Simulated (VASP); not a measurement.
Input of a VASP 6.6.1 run:

Contents of INCAR:

```
SYSTEM = Ag
ALGO = Fast ; EDIFF = 1E-7
ENCUT = 520 ; GGA = PS
ISIF = 2 ; ISMEAR = 0
LASPH = .TRUE. ; LCHARG = .TRUE.
LELF = .TRUE. ; LREAL = .FALSE.
LVHAR = .TRUE. ; LWAVE = .FALSE.
NBANDS = 12 ; NELM = 100
PREC = Accurate ; SIGMA = 0.1
```

KPOINTS

```
k-points
0
G
  8 8 8
  0 0 0
```

POSCAR

```
Ag
1.0
    0.0000000000      2.0427500000      2.0427500000
    2.0427500000      0.0000000000      2.0427500000
    2.0427500000      2.0427500000      0.0000000000
Ag
1
Direct
    0.0000000000      0.0000000000      0.0000000000
```

Potentials or basis: VASP PAW PBE potentials, release 64 (Ag).

Launch:

```console
$ cat potpaw_PBE.64/Ag/POTCAR > POTCAR
$ mpirun -np 1 vasp_std > vasp.out
```

**Question.** Estimate the pressure.

**Answer.** -2.2 GPa.

Caveat: the PAW data sets were made with another functional, which shifts forces and pressure a little.
